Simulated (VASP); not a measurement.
# Rh (P6_3/mmc) in VASP: a series of runs, part 2 of 2

VASP 6.6.1. Earlier steps stand in the parts before.

## 3. Single point, PBE

This run uses another cell than the first one, of 11.91 Å³/atom.

Input file INCAR:

```
SYSTEM = Rh
ALGO = Normal
EDIFF = 1E-6
ENCUT = 520
GGA = PE
ISIF = 2
ISMEAR = 0
LASPH = .True.
LCHARG = .False.
LREAL = .False.
LWAVE = .False.
NBANDS = 22
NELM = 60
PREC = Accurate
SIGMA = 0.15
```

Input file KPOINTS:

```
k-points
0
Gamma
  18 18 10
  0 0 0
```

Input file POSCAR:

```
Rh
1.0
    2.5886000000      0.0000000000      0.0000000000
   -1.2943000000      2.2417933602      0.0000000000
    0.0000000000      0.0000000000      4.1045000000
Rh
2
Direct
    0.6666666667      0.3333333333      0.7500000000
    0.3333333333      0.6666666667      0.2500000000
```

Potentials or basis: VASP PAW PBE potentials, release 64 (Rh_pv).

Run with:

```console
cat potpaw_PBE.64/Rh_pv/POTCAR > POTCAR
mpirun -np 1 vasp_std > vasp.out
```

OUTCAR:

```text
SYSTEM = Rh
   EDIFF = 1E-6
   ENCUT = 520
   GGA = PE
   ISIF = 2
   ISMEAR = 0
   LASPH = .True.
   LREAL = .False.
   NELM = 60
   PREC = Accurate

 ion  position               nearest neighbor table
   1  0.667  0.333  0.750-   2 2.54   2 2.54   2 2.54   2 2.54   2 2.54   2 2.54
   2  0.333  0.667  0.250-   1 2.54   1 2.54   1 2.54   1 2.54   1 2.54   1 2.54

  LATTYP: Found a hexagonal cell.
 ALAT       =     2.5886000000
 C/A-ratio  =     1.5856061191

  Lattice vectors:

 A1 = (   2.5886000000,   0.0000000000,   0.0000000000)
 A2 = (  -1.2943000000,   2.2417933602,   0.0000000000)
 A3 = (   0.0000000000,   0.0000000000,   4.1045000000)

Analysis of symmetry for initial positions (statically):
=====================================================================
 Subroutine PRICEL returns:
 Original cell was already a primitive cell.

 Routine SETGRP: Setting up the symmetry group for a
 hexagonal supercell.

 Subroutine GETGRP returns: Found 24 space group operations
 (whereof 12 operations were pure point group operations)
 out of a pool of 24 trial point group operations.

The static configuration has the point symmetry D_3d.
 The point group associated with its full space group is D_6h.
[... 160 lines left out ...]

  energy without entropy =      -13.65481591  energy(sigma->0) =      -13.66848313

 E-fermi :  14.8872     XC(G=0): -14.9766

 val. band max:       14.8849587420   @ k =   0.0556  -0.0000   0.4000
 cond. band min:      14.8924282458   @ k =   0.3333   0.0556   0.2000
 fundamental gap:      0.0074695038
 Fermi energy:        14.8871751347

 k-point     1 :       0.0000    0.0000    0.0000
  band No.  band energies     occupation
      1     -33.1363      2.00000
      2     -32.0549      2.00000
      3     -32.0549      2.00000
      4     -31.8669      2.00000
      5     -31.8669      2.00000
      6     -31.8639      2.00000
[... 589 lines left out ...]
     21      27.4925      0.00000
     22      30.2331      0.00000

 [... further k-points ...]

------------------------ aborting loop because EDIFF is reached ----------------------------------------

  FORCE on cell =-STRESS in cart. coord.  units (eV):
  Direction    XX          YY          ZZ          XY          YZ          ZX
  --------------------------------------------------------------------------------------
  -------------------------------------------------------------------------------------
  Total        9.3930565      9.3930565     10.9116731     -0.0000000     -0.0000000     -0.0000000
  in kB      631.8248889    631.8248889    733.9747933     -0.0000000     -0.0000000     -0.0000000
  external PRESSURE =     665.8748570 kB  Pullay stress =       0.0000000 kB

 VOLUME and BASIS-vectors are now :
 -----------------------------------------------------------------------------
  energy-cutoff  :      520.00
  volume of cell :       23.82
      direct lattice vectors                 reciprocal lattice vectors
     2.588600000  0.000000000  0.000000000     0.386309202  0.223035722  0.000000000
    -1.294300000  2.241793360  0.000000000     0.000000000  0.446071443  0.000000000
     0.000000000  0.000000000  4.104500000     0.000000000  0.000000000  0.243635035

 POSITION                                       TOTAL-FORCE (eV/Angst)
 -----------------------------------------------------------------------------------
      1.29430      0.74726      3.07837         0.000000     -0.000000      0.000000
     -0.00000      1.49453      1.02612        -0.000000      0.000000      0.000000
 -----------------------------------------------------------------------------------
    total drift:                               -0.000000      0.000000     -0.000000

  FREE ENERGIE OF THE ION-ELECTRON SYSTEM (eV)
  ---------------------------------------------------
  free  energy   TOTEN  =       -13.6821503470 eV

  energy  without entropy=      -13.6548159101  energy(sigma->0) =      -13.66848313
```

OSZICAR:

```text
N       E                     dE             d eps       ncg     rms          rms(c)
DAV:   1     0.328893654292E+03    0.32889E+03   -0.18979E+04  9824   0.163E+03
DAV:   2    -0.717249601188E+01   -0.33607E+03   -0.32390E+03 10134   0.483E+02
DAV:   3    -0.145055443306E+02   -0.73330E+01   -0.72975E+01 11484   0.805E+01
DAV:   4    -0.145526391016E+02   -0.47095E-01   -0.47090E-01 10878   0.648E+00
DAV:   5    -0.145533607246E+02   -0.72162E-03   -0.72161E-03 11604   0.820E-01    0.215E+01
DAV:   6    -0.137511909288E+02    0.80217E+00   -0.14927E+00 10728   0.138E+01    0.903E+00
DAV:   7    -0.136896608548E+02    0.61530E-01   -0.10983E-01 11436   0.341E+00    0.280E+00
DAV:   8    -0.136825111657E+02    0.71497E-02   -0.16002E-02 10248   0.149E+00    0.489E-01
DAV:   9    -0.136821411443E+02    0.37002E-03   -0.30586E-04 11582   0.209E-01    0.317E-02
DAV:  10    -0.136821507395E+02   -0.95952E-05   -0.81277E-06 10824   0.298E-02    0.547E-03
DAV:  11    -0.136821503470E+02    0.39249E-06   -0.79475E-07  7038   0.979E-03
   1 F= -.13682150E+02 E0= -.13668483E+02  d E =-.273344E-01
```

stdout:

```text
POSCAR found type information on POSCAR Rh
 POSCAR found :  1 types and       2 ions
 scaLAPACK will be used
 LDA part: xc-table for (Slater+PW92), standard interpolation
 POSCAR, INCAR and KPOINTS ok, starting setup
 FFT: planning ... GRIDC
 FFT: planning ... GRID_SOFT
 FFT: planning ... GRID
 WAVECAR not read
 entering main loop
```

Run time: 59 s. Hardware: 1 thread of Intel Xeon Platinum 8488C (Sapphire Rapids), shared host; peak memory 0.2 GiB.

Results:

| Item | Value |
| --- | --- |
| Free energy | -13.6822 eV |
| Pressure | 66.6 GPa |
| Band gap on the k mesh | zero (bands 15 and 16 overlap by 3.06 eV) |

Stress tensor (GPa, compression positive):
```
63.18  0.00  0.00
 0.00 63.18  0.00
 0.00  0.00 73.40
```

Caveat: the cell stands under pressure.

## 4. Single point, PBE

This run uses another cell than the first one, of 11.95 Å³/atom.

Input file INCAR:

```
SYSTEM = Rh
PREC     = Accurate       ! precision mode
ENCUT    = 520            ! plane-wave cutoff, eV
EDIFF    = 1E-6           ! SCF threshold, eV
ISMEAR   = 0              ! smearing method
SIGMA    = 0.15           ! smearing width, eV
LREAL    = .False.        ! projectors in reciprocal space
LASPH    = .True.         ! aspherical terms in the spheres
NELM     = 80             ! most SCF steps
ALGO     = Normal         ! electronic algorithm
ISIF     = 2              ! what is computed and relaxed
LWAVE    = .False.        ! write WAVECAR
LCHARG   = .False.        ! write CHGCAR
GGA      = PE             ! functional
NBANDS   = 22             ! bands
```

Input file KPOINTS:

```
regular mesh
0
Gamma
  18 18 10
  0 0 0
```

Input file POSCAR:

```
Rh
1.0
    2.6159000000      0.0000000000      0.0000000000
   -1.3079500000      2.2654358537      0.0000000000
    0.0000000000      0.0000000000      4.0343000000
Rh
2
Direct
    0.6666666667      0.3333333333      0.7500000000
    0.3333333333      0.6666666667      0.2500000000
```

Run with:

```console
cat potpaw_PBE.64/Rh_pv/POTCAR > POTCAR
mpirun -np 1 vasp_std > vasp.out
```

It took 64 s on 1 thread of Intel Xeon Platinum 8488C (Sapphire Rapids), shared host; peak memory 0.2 GiB.

It converged, with:

- Free energy: -13.6711 eV
- Pressure: 65.6 GPa
- Band gap on the k mesh: zero (bands 15 and 16 overlap by 2.86 eV)

Stress tensor (GPa, compression positive):
```
57.49  0.00  0.00
 0.00 57.49  0.00
 0.00  0.00 81.72
```

Levels at points of the mesh, in eV from the Fermi level:
```
           k point  band 13  band 14  band 15  band 16  band 17  band 18
(0.00, 0.00, 0.00)    -3.08    -2.82    -2.82     0.11     0.11     1.16
(0.50, 0.00, 0.00)    -2.54     0.23     0.73     0.99     3.38     5.77
(0.00, 0.00, 0.50)    -3.67    -3.67    -0.53    -0.53    -0.53    -0.53
(0.50, 0.00, 0.50)    -0.49    -0.49     0.55     0.55     2.88     2.88
```

Caveat: the cell stands under pressure.

## 5. Single point, PBE

This run uses another cell than the first one, of 12.11 Å³/atom.

Input file INCAR:

```
SYSTEM = Rh
ALGO = Normal ; EDIFF = 1E-6
ENCUT = 520 ; GGA = PE
ISIF = 2 ; ISMEAR = 0
LASPH = .TRUE. ; LCHARG = .TRUE.
LELF = .TRUE. ; LREAL = .FALSE.
LVHAR = .TRUE. ; LWAVE = .FALSE.
NBANDS = 22 ; NELM = 100
PREC = Accurate ; SIGMA = 0.15
```

Input file KPOINTS:

```
k-points
0
G
  18 18 10
  0 0 0
```

Input file POSCAR:

```
Rh
1.0
    2.5886000000      0.0000000000      0.0000000000
   -1.2943000000      2.2417933602      0.0000000000
    0.0000000000      0.0000000000      4.1746000000
Rh
2
Direct
    0.6666666667      0.3333333333      0.7500000000
    0.3333333333      0.6666666667      0.2500000000
```

Run with:

```console
cat potpaw_PBE.64/Rh_pv/POTCAR > POTCAR
mpirun -np 1 vasp_std > vasp.out
```

Wall time 57 s (1 thread of Intel Xeon Platinum 8488C (Sapphire Rapids), shared host); peak memory 0.2 GiB.

It converged, with:

| Property | Result |
| --- | --- |
| Free energy | -13.8487 eV |
| Pressure | 57.2 GPa |
| Band gap on the k mesh | zero (bands 15 and 16 overlap by 2.97 eV) |

Stress tensor (GPa, compression positive):
```
56.82  0.00  0.00
 0.00 56.82  0.00
 0.00  0.00 57.88
```

Levels at points of the mesh, in eV from the Fermi level:
| k point | band 13 | band 14 | band 15 | band 16 | band 17 | band 18 |
| --- | --- | --- | --- | --- | --- | --- |
| (0.00, 0.00, 0.00) | -3.07 | -2.37 | -2.37 | 0.14 | 0.14 | 0.63 |
| (0.50, 0.00, 0.00) | -2.61 | 0.52 | 0.80 | 0.90 | 3.48 | 5.87 |
| (0.00, 0.00, 0.50) | -3.83 | -3.83 | -0.53 | -0.53 | -0.53 | -0.53 |
| (0.50, 0.00, 0.50) | -0.43 | -0.43 | 0.75 | 0.75 | 2.92 | 2.92 |

Caveat: the cell stands under pressure.

## 6. Overview

```csv
cell,gap on the mesh (eV),pressure (GPa)
"a = 2.834, b = 2.834, c = 4.245 Å, angles 90.0, 90.0, 120.0°, 2 atoms",none,-8.6
"a = 2.589, b = 2.589, c = 4.104 Å, angles 90.0, 90.0, 120.0°, 2 atoms",none,66.6
"a = 2.616, b = 2.616, c = 4.034 Å, angles 90.0, 90.0, 120.0°, 2 atoms",none,65.6
"a = 2.589, b = 2.589, c = 4.175 Å, angles 90.0, 90.0, 120.0°, 2 atoms",none,57.2
```

Alike in all rows: task single point; level PBE; potentials or basis VASP PAW PBE potentials, release 64 (Rh_pv); no spin polarisation; k mesh 18 × 18 × 10; cutoff (eV) 520; smearing gaussian 0.15 eV.

Caveats: the cell stands under pressure (at least some runs); the cell stands under tension (at least some runs).

Absolute energies hang on the potentials; compare differences alone.
